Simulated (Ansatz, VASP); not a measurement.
# One calculation of Hg, two programs

```
Hg
1.0
     0.00000    2.19759    2.19759
     2.19759    0.00000    2.19759
     2.19759    2.19759    0.00000
Hg
1
Direct
  0.00000 0.00000 0.00000
```

Alike in both runs: task single point; functional PBE; k mesh 8 × 8 × 8; occupations gaussian, width 0.1 eV; no spin polarisation.

|  | VASP | Ansatz |
| --- | --- | --- |
| version | VASP 6.6.1 | Ansatz 0.2.0 |
| potentials or method | VASP PAW PBE potentials, release 64 (Hg), cutoff 500 eV | scalar-relativistic, plane waves, PAW |
| valence electrons in the cell | 12 | 20 |

|  | VASP | Ansatz | Ansatz less VASP |
| --- | --- | --- | --- |
| gap on the k mesh at the Fermi level (eV) | none | none | - |
| pressure (GPa) | 11.5 | 11.0 | -0.58 |

A gap of «none» marks a metal or a gap that the smearing closes. VASP's potentials hold 12 valence electrons a cell and Ansatz's 20, so a difference there can come from the potentials and not from the codes.

Neither program's run includes spin-orbit coupling.
